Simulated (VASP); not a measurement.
# Pd (Fm-3m) in VASP: notebook

Pd is run at these levels: r2SCAN+D4, PBEsol-based screened hybrid with 25 % exact exchange, HF; tasks: single point.

Everything below comes from runs of VASP 6.6.1. Logs are shortened: lines on timing, memory, paths and dates and some standing lists are left out, and cuts for length are marked.

**1. The cell of the first run**

It takes space group Fm-3m (No. 225, cubic). The conventional cell has a = 3.814 Å, b = 3.814 Å, c = 3.814 Å, α = 90.00°, β = 90.00°, γ = 90.00°. Pd (site symmetry m-3m) has 12 Pd at 2.70 Å within 3.6 Å.

**2. Single point, r2SCAN+D4**

POSCAR reads:

```
Pd
1.0
    0.0000000000      1.9067643606      1.9067643606
    1.9067643606      0.0000000000      1.9067643606
    1.9067643606      1.9067643606      0.0000000000
Pd
1
Direct
    0.0000000000      0.0000000000      0.0000000000
```

INCAR.step1 reads:

```
  PREC = Accurate
  ENCUT = 690
  ISMEAR = -1
  SIGMA = 0.05
  LREAL = F
  LASPH = T
  NELM = 120
  NBANDS = 15
  GGA = PE
  ALGO = Normal
  EDIFF = 1E-5
  LWAVE = T
  LCHARG = F
  GGA_COMPAT = F
```

INCAR.step2 reads:

```
  PREC = Accurate
  ENCUT = 690
  EDIFF = 1E-6
  ISMEAR = -1
  SIGMA = 0.05
  LREAL = F
  LASPH = T
  NELM = 120
  ALGO = Normal
  ISIF = 2
  LWAVE = F
  LCHARG = F
  METAGGA = R2SCAN
  LMIXTAU = T
  IVDW = 13
  VDW_S6 = 1.0
  VDW_S8 = 0.6018749
  VDW_A1 = 0.51559235
  VDW_A2 = 5.77342911
  NBANDS = 15
  ISTART = 1
  GGA_COMPAT = F
```

KPOINTS reads:

```
Automatic mesh
0
Gamma
  12 12 12
```

Potentials or basis: VASP PAW PBE potentials, release 64 (Pd_sv_GW).

Launch:

```console
$ cat potpaw_PBE.64/Pd_sv_GW/POTCAR > POTCAR
$ cp INCAR.step1 INCAR
$ mpirun -np 1 vasp_std > vasp.out
$ cp INCAR.step2 INCAR
$ mpirun -np 1 vasp_std > vasp.out
```

OUTCAR:

```text
PREC = Accurate
   ENCUT = 690
   EDIFF = 1E-6
   ISMEAR = -1
   LREAL = F
   LASPH = T
   NELM = 120
   ISIF = 2
   METAGGA = R2SCAN
   IVDW = 13
   ISTART = 1

 ion  position               nearest neighbor table
   1  0.000  0.000  0.000-

  LATTYP: Found a face centered cubic cell.
 ALAT       =     3.8135287212

  Lattice vectors:

 A1 = (   0.0000000000,   1.9067643606,   1.9067643606)
 A2 = (   1.9067643606,   0.0000000000,   1.9067643606)
 A3 = (   1.9067643606,   1.9067643606,   0.0000000000)

Analysis of symmetry for initial positions (statically):
=====================================================================
 Subroutine PRICEL returns:
 Original cell was already a primitive cell.

 Routine SETGRP: Setting up the symmetry group for a
 face centered cubic supercell.

 Subroutine GETGRP returns: Found 48 space group operations
 (whereof 48 operations were pure point group operations)
 out of a pool of 48 trial point group operations.

The static configuration has the point symmetry O_h .

Analysis of symmetry for dynamics (positions and initial velocities):
=====================================================================
 Subroutine PRICEL returns:
 Original cell was already a primitive cell.

 Routine SETGRP: Setting up the symmetry group for a
 face centered cubic supercell.

 Subroutine GETGRP returns: Found 48 space group operations
 (whereof 48 operations were pure point group operations)
 out of a pool of 48 trial point group operations.

The dynamic configuration has the point symmetry O_h .

 Subroutine INISYM returns: Found 48 space group operations
 (whereof 48 operations are pure point group operations),
 and found     1 'primitive' translations

----------------------------------------------------------------------------------------

                                     Primitive cell

  volume of cell :      13.8650

  direct lattice vectors                    reciprocal lattice vectors
     0.000000000  1.906764361  1.906764361    -0.262224326  0.262224326  0.262224326
     1.906764361  0.000000000  1.906764361     0.262224326 -0.262224326  0.262224326
     1.906764361  1.906764361  0.000000000     0.262224326  0.262224326 -0.262224326

  length of vectors
     2.696572019  2.696572019  2.696572019     0.454185856  0.454185856  0.454185856

  position of ions in fractional coordinates (direct lattice)
     0.000000000  0.000000000  0.000000000

  ion indices of the primitive-cell ions
   primitive index   ion index
                 1           1

----------------------------------------------------------------------------------------

 KPOINTS: Automatic mesh

Automatic generation of k-mesh.
 Grid dimensions read from file:
 generate k-points for:   12   12   12

 Generating k-lattice:

  Cartesian coordinates                     Fractional coordinates (reciprocal lattice)
    -0.021852027  0.021852027  0.021852027     0.083333333  0.000000000  0.000000000
     0.021852027 -0.021852027  0.021852027     0.000000000  0.083333333  0.000000000
     0.021852027  0.021852027 -0.021852027     0.000000000  0.000000000  0.083333333

  Length of vectors
     0.037848821  0.037848821  0.037848821

  Shift w.r.t. Gamma in fractional coordinates (k-lattice)
     0.000000000  0.000000000  0.000000000

 Subroutine IBZKPT returns following result:
 ===========================================

 Found     72 irreducible k-points:

 Following reciprocal coordinates:
            Coordinates               Weight
  0.000000  0.000000  0.000000      1.000000
  0.083333  0.000000  0.000000      8.000000
  0.166667  0.000000  0.000000      8.000000
  0.250000  0.000000  0.000000      8.000000
  0.333333  0.000000  0.000000      8.000000
  0.416667  0.000000  0.000000      8.000000
[... 16 lines left out ...]
  0.500000  0.166667  0.000000     24.000000
 -0.416667  0.166667  0.000000     24.000000
 [... further k-points ...]
   k-points           NKPTS =     72   k-points in BZ     NKDIM =     72   number of bands    NBANDS=     15
   number of dos      NEDOS =    301   number of ions     NIONS =      1
   total plane-waves  NPLWV =  13824
   dimension x,y,z NGX =    24 NGY =   24 NGZ =   24
   dimension x,y,z NGXF=    48 NGYF=   48 NGZF=   48
   ions per type =               1
   NGX,Y,Z   is equivalent  to a cutoff of  14.80, 14.80, 14.80 a.u.
   NGXF,Y,Z  is equivalent  to a cutoff of  29.59, 29.59, 29.59 a.u.
 SYSTEM =  unknown system
   PREC   = accura    normal or accurate (medium, high low for compatibility)
   ISTART =      1    job   : 0-new  1-cont  2-samecut
   ICHARG =      0    charge: 1-file 2-atom 10-const
   ISPIN  =      1    spin polarized calculation?
   LNONCOLLINEAR =      F non collinear calculations
   LSORBIT =      F    spin-orbit coupling
   LASPH  =      T    aspherical Exc in radial PAW
   ENCUT  =  690.0 eV  50.71 Ry    7.12 a.u.   5.78  5.78  5.78*2*pi/ulx,y,z
   NELM   =    120;   NELMIN=  2; NELMDL=  0     # of ELM steps
   EDIFF  = 0.1E-05   stopping-criterion for ELM
   LREAL  =      F    real-space projection
   EDIFFG = 0.1E-04   stopping-criterion for IOM
   NSW    =      0    number of steps for IOM
   IBRION =     -1    ionic relax: 0-MD 1-quasi-New 2-CG
   NFREE  =      0    steps in history (QN), initial steepest desc. (CG)
   ISIF   =      2    stress and relaxation
   ISYM   =      2    0-nonsym 1-usesym 2-fastsym
   POTIM  = 0.5000    time-step for ionic-motion
   TEBEG  =    0.0;   TEEND  =   0.0 temperature during run
   PSTRESS=    0.0 pullay stress
   NELECT =      18.0000    total number of electrons
   NUPDOWN=      -1.0000    fix difference up-down
   EMIN   =  10.00;   EMAX   =-10.00  energy-range for DOS
   EFERMI =   0.00;   METHOD = LEGACY
   ISMEAR =    -1;   SIGMA  =   0.05  broadening in eV -4-tet -1-fermi 0-gaus
   EFERMI_NEDOS =   21; number of points for ismear=-14 and -15
   IALGO  =     38    algorithm
   IMIX   =      4    mixing-type and parameters
     AMIX     =   0.40;   BMIX     =  1.00
     AMIX_MAG =   1.60;   BMIX_MAG =  1.00
  volume/ion in A,a.u.               =      13.87        93.57
  Fermi-wavevector in a.u.,A,eV,Ry     =   1.785906  3.374873 43.395250  3.189461
  Thomas-Fermi vector in A             =   2.849595
   LORBIT       =      0    0 simple, 1 ext, 2 COOP (PROOUT), +10 PAW based schemes
   METAGGA = R2SCAN    functional components
   LHFCALC =     F    Hartree Fock is set to
   AEXX    =    0.0000 exact exchange contribution
   IVDW    =    13    specifies the selected vdW correction
   LEPSILON=     F    determine dielectric tensor
   LRPA    =     F    only Hartree local field effects (RPA)
 non-spin polarized calculation
  energy-cutoff  :      690.00
  volume of cell :       13.87
 maximum number of plane-waves:       588
   NGX = 11   NGY = 11   NGZ = 11

 number of electron      18.0000004 magnetization

 Free energy of the ion-electron system (eV)
  ---------------------------------------------------
  ext. energy  EPLUGINS =         0.00000000
  ---------------------------------------------------
  free energy    TOTEN  =       -21.43752891 eV

  energy without entropy =      -21.42039182  energy(sigma->0) =      -21.42896037

 E-fermi :   9.2103     XC(G=0): -14.9111

 val. band max:        9.2093581263   @ k =   0.5000   0.0833   0.0000
 cond. band min:       9.2130088614   @ k =  -0.2500   0.4167   0.1667
 fundamental gap:      0.0036507351
 Fermi energy:         9.2103387050

 k-point     1 :       0.0000    0.0000    0.0000
  band No.  band energies     occupation
      1     -77.4416      2.00000
      2     -42.0473      2.00000
      3     -42.0473      2.00000
      4     -42.0473      2.00000
      5       1.6047      2.00000
      6       6.0164      2.00000
      7       6.0164      2.00000
      8       6.0164      2.00000
      9       7.7946      2.00000
     10       7.7946      2.00000
     11      27.0049      0.00000
     12      32.2900      0.00000
     13      32.2900      0.00000
     14      32.2900      0.00000
     15      38.5029      0.00000

 k-point     2 :       0.0833    0.0000    0.0000
  band No.  band energies     occupation
      1     -77.4365      2.00000
      2     -42.0843      2.00000
      3     -42.0524      2.00000
      4     -42.0524      2.00000
      5       1.8787      2.00000
      6       5.9187      2.00000
      7       6.1122      2.00000
      8       6.1122      2.00000
      9       7.7497      2.00000
     10       7.7497      2.00000
     11      27.3172      0.00000
     12      30.8505      0.00000
     13      32.6370      0.00000
     14      32.6370      0.00000
     15      39.3971      0.00000

 k-point     3 :       0.1667    0.0000    0.0000
  band No.  band energies     occupation
      1     -77.4223      2.00000
      2     -42.1850      2.00000
      3     -42.0666      2.00000
      4     -42.0666      2.00000
      5       2.6066      2.00000
      6       5.7615      2.00000
      7       6.3029      2.00000
      8       6.3029      2.00000
      9       7.7222      2.00000
     10       7.7222      2.00000
     11      27.5807      0.00000
     12      28.5936      0.00000
     13      33.5788      0.00000
     14      33.5788      0.00000
     15      37.5440      0.00000

 k-point     4 :       0.2500    0.0000    0.0000
  band No.  band energies     occupation
      1     -77.4029      2.00000
      2     -42.3210      2.00000
      3     -42.0858      2.00000
      4     -42.0858      2.00000
      5       3.3428      2.00000
      6       6.0673      2.00000
      7       6.3313      2.00000
      8       6.3313      2.00000
      9       7.9776      2.00000
     10       7.9776      2.00000
     11      25.0055      0.00000
     12      28.2912      0.00000
     13      34.6191      0.00000
     14      34.6191      0.00000
     15      36.8136      0.00000
[... 307 lines left out ...]
 k-point    22 :       0.4167    0.1667    0.0000
  band No.  band energies     occupation
      1     -77.3676      2.00000
      2     -42.4763      2.00000
      3     -42.1750      2.00000
      4     -42.1546      2.00000
      5       3.9887      2.00000
      6       5.5306      2.00000
      7       6.2752      2.00000
      8       6.7891      2.00000
      9       9.1412      1.59886
     10      10.6428      0.00000
     11      21.1617      0.00000
     12      27.5477      0.00000
     13      29.3156      0.00000
     14      31.0908      0.00000
     15      38.9436      0.00000

 k-point    23 :       0.5000    0.1667    0.0000
  band No.  band energies     occupation
      1     -77.3575      2.00000
      2     -42.5343      2.00000
      3     -42.2040      2.00000
      4     -42.1553      2.00000
      5       3.9286      2.00000
      6       5.4470      2.00000
      7       6.6181      2.00000
      8       6.8643      2.00000
      9       9.2463      0.65529
     10      12.7091      0.00000
     11      18.2946      0.00000
     12      26.7242      0.00000
     13      29.5625      0.00000
     14      29.9753      0.00000
     15      39.0750      0.00000

 k-point    24 :      -0.4167    0.1667    0.0000
  band No.  band energies     occupation
      1     -77.3562      2.00000
      2     -42.5391      2.00000
      3     -42.2219      2.00000
      4     -42.1442      2.00000
      5       3.9896      2.00000
      6       5.4545      2.00000
      7       6.5361      2.00000
      8       7.0914      2.00000
      9       8.9402      1.99104
     10      13.3080      0.00000
     11      17.7696      0.00000
     12      26.2196      0.00000
     13      29.3191      0.00000
     14      30.6816      0.00000
     15      38.7683      0.00000

 [... further k-points ...]

------------------------ aborting loop because EDIFF is reached ----------------------------------------

  DFT-D4 for vdW energy calculation

  Edisp (eV):   -0.17816

  FORCE on cell =-STRESS in cart. coord.  units (eV):
  Direction    XX          YY          ZZ          XY          YZ          ZX
  --------------------------------------------------------------------------------------
  -------------------------------------------------------------------------------------
  Total       1.28452     1.28452     1.28452     0.00000    -0.00000    -0.00000
  in kB     148.43302   148.43302   148.43302     0.00000    -0.00000    -0.00000
  external pressure =      148.43 kB  Pullay stress =        0.00 kB

 VOLUME and BASIS-vectors are now :
 -----------------------------------------------------------------------------
  energy-cutoff  :      690.00
  volume of cell :       13.87
      direct lattice vectors                 reciprocal lattice vectors
     0.000000000  1.906764361  1.906764361    -0.262224326  0.262224326  0.262224326
     1.906764361  0.000000000  1.906764361     0.262224326 -0.262224326  0.262224326
     1.906764361  1.906764361  0.000000000     0.262224326  0.262224326 -0.262224326

 POSITION                                       TOTAL-FORCE (eV/Angst)
 -----------------------------------------------------------------------------------
      0.00000      0.00000      0.00000         0.000000      0.000000     -0.000000
 -----------------------------------------------------------------------------------
    total drift:                                0.000000      0.000000      0.000000

  FREE ENERGIE OF THE ION-ELECTRON SYSTEM (eV)
  ---------------------------------------------------
  free  energy   TOTEN  =       -21.6156929799 eV

  energy  without entropy=      -21.5985558856  energy(sigma->0) =      -21.60712443
```

It took 45 s on 1 thread of Intel Xeon Platinum 8488C (Sapphire Rapids), shared host; peak memory 0.17 GiB.

What came out:

```yaml
Free_energy: -21.6157 eV
Pressure: 14.8 GPa
Band_gap_on_the_k_mesh: zero (bands 9 and 10 overlap by 1.86 eV)
Dispersion_energy_per_atom: -0.178 eV
```

Levels at points of the mesh, in eV from the Fermi level:
| k point | band 6 | band 7 | band 8 | band 9 | band 10 | band 11 | band 12 | band 13 |
| --- | --- | --- | --- | --- | --- | --- | --- | --- |
| (0.00, 0.00, 0.00) | -3.19 | -3.19 | -3.19 | -1.42 | -1.42 | 17.79 | 23.08 | 23.08 |
| (0.50, 0.00, 0.00) | -3.28 | -3.28 | -0.01 | -0.01 | 1.24 | 8.30 | 17.27 | 22.54 |
| (0.50, 0.50, 0.00) | -5.77 | -0.08 | 0.37 | 0.37 | 3.74 | 12.06 | 14.29 | 14.29 |

Caveat: the cell stands under pressure; the PAW data sets were made with another functional, which shifts forces and pressure a little.

(Continued in part 2 of 3.)

The gap in the log of VASP goes by the Fermi energy; the results here count the filled bands.